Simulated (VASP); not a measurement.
CuO: single point with PBE

CuO:

```xyz
4
Lattice="0.0000 -2.1166 -2.0742 -2.1166 0.0000 -2.0742 2.1166 2.1166 -4.1485" Properties=species:S:1:pos:R:3 pbc="T T T"
Cu    0.0000    0.0000   -4.1484
Cu    0.0000    2.1165   -6.2227
O     0.0000    0.0000   -6.2227
O     0.0000    0.0000   -2.0742
```

```json
{
  "Program": "VASP 6.6.1",
  "Task": "single point",
  "Functional": "PBE",
  "Potentials or basis": "VASP PAW PBE potentials, release 64 (Cu, O)",
  "Cutoff": "520 eV",
  "k mesh": "9 × 9 × 5",
  "Occupations": "fermi-dirac, width 0.05 eV",
  "Spin": "no spin polarisation",
  "Dipole correction": "no",
  "Further INCAR settings": "ALGO = Normal; EDIFF = 1e-06; NBANDS = 25"
}
```

```yaml
Pressure: 5.8 GPa
Band_gap_on_the_k_mesh: zero (band 17 reaches 7.19 eV, above the bottom of band 18 at 6.18 eV)
```

Stress tensor (GPa, compression positive):
```
 5.22 -0.12  0.03
-0.12  5.22  0.03
 0.03  0.03  7.05
```

Levels at points of the mesh, in eV from the Fermi level:
```
           k point  band 14  band 15  band 16  band 17  band 18  band 19  band 20  band 21
(0.00, 0.00, 0.00)    -1.92    -1.91    -1.47     0.66     0.79     1.50     5.73     9.77
```

Wall time 2 min on 1 thread of Intel(R) Xeon(R) Platinum 8259CL CPU @ 2.50GHz (Skylake/Cascade Lake), with other jobs on the host, peak memory 0.22 GiB.

Caveat: semilocal functionals often make such compounds metallic where correlation or magnetic order opens a gap, which also shifts bond lengths. With open d or f shells a metallic result of PBE can be an artefact of self-interaction; +U or a hybrid may open a gap.
